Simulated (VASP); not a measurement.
A run of VASP 6.6.1:

Contents of POSCAR:

```
Si9O16
1.0
   -0.2578880000      5.2562670000      5.8652090000
    5.1448570000     -0.0755360000      5.8652090000
    4.9010550000      5.3318030000      0.0000000000
Si O
9 16
Direct
    0.0679671864      0.0541767985      0.1825721279
    0.2284030399      0.5825143546      0.2720943447
    0.1903410942      0.9553981284      0.5986874123
    0.3289798711      0.1977703265      0.1708489115
    0.6124969292      0.5254505847      0.6213738653
    0.7320191964      0.0980791002      0.7608721023
    0.6976845973      0.4128811131      0.0444823003
    0.8742759574      0.6627025203      0.6622769134
    0.3710680758      0.8627327998      0.8113267694
    0.3502795174      0.6993846974      0.6703859940
    0.2358938011      0.4558121552      0.1329399126
    0.6492768242      0.3951360859      0.8570036542
    0.1968895334      0.1994646289      0.0455123348
    0.3329702931      0.0815247402      0.4070625432
    0.9583381158      0.0260769323      0.7640358682
    0.6739196040      0.3060454748      0.5745366203
    0.5526037627      0.1013200787      0.9996281542
    0.8401897387      0.1905322697      0.1709047480
    0.7762961104      0.9197730322      0.6506347568
    0.1109956568      0.9343038372      0.4238811462
    0.7052494253      0.6810438849      0.5559215241
    0.8031297895      0.5730701038      0.9304024950
    0.4743048454      0.5084052336      0.2174930302
    0.1267264172      0.8415596234      0.1232341410
    0.1237207221      0.5432972819      0.5337461558
```

INCAR.step1

```
SYSTEM = Si9O16
ALGO = Normal ; EDIFF = 1E-4
ENCUT = 520 ; GGA = PE
ISMEAR = -1 ; LASPH = .TRUE.
LCHARG = .FALSE. ; LREAL = Auto
LWAVE = .TRUE. ; NBANDS = 84
NELM = 60 ; PREC = Accurate
SIGMA = 0.05
```

File INCAR.step2:

```
SYSTEM = Si9O16
ALGO = Normal ; EDIFF = 1E-7
ENCUT = 520 ; ISIF = 2
ISMEAR = -1 ; ISTART = 1
LASPH = .TRUE. ; LCHARG = .FALSE.
LMIXTAU = .TRUE. ; LREAL = Auto
LWAVE = .FALSE. ; METAGGA = R2SCAN
NBANDS = 84 ; NELM = 60
PREC = Accurate ; SIGMA = 0.05
```

Contents of KPOINTS:

```
k-points
0
G
  2 2 2
  0 0 0
```

Potentials or basis: VASP PAW PBE potentials, release 64 (Si, O).

Command:

```console
$ cat potpaw_PBE.64/Si/POTCAR potpaw_PBE.64/O/POTCAR > POTCAR
$ cp INCAR.step1 INCAR
$ mpirun -np 1 vasp_std > vasp.out
$ cp INCAR.step2 INCAR
$ mpirun -np 1 vasp_std > vasp.out
```

Hardware: 1 thread of AMD EPYC 9R45 96-Core Processor (Zen 5), with other jobs on the host.

**Question.** How long does it take, and how much memory?

**Answer.** Wall time 15 min on 1 thread of AMD EPYC 9R45 96-Core Processor (Zen 5), with other jobs on the host, peak memory 0.51 GiB. Counts: k points 8.
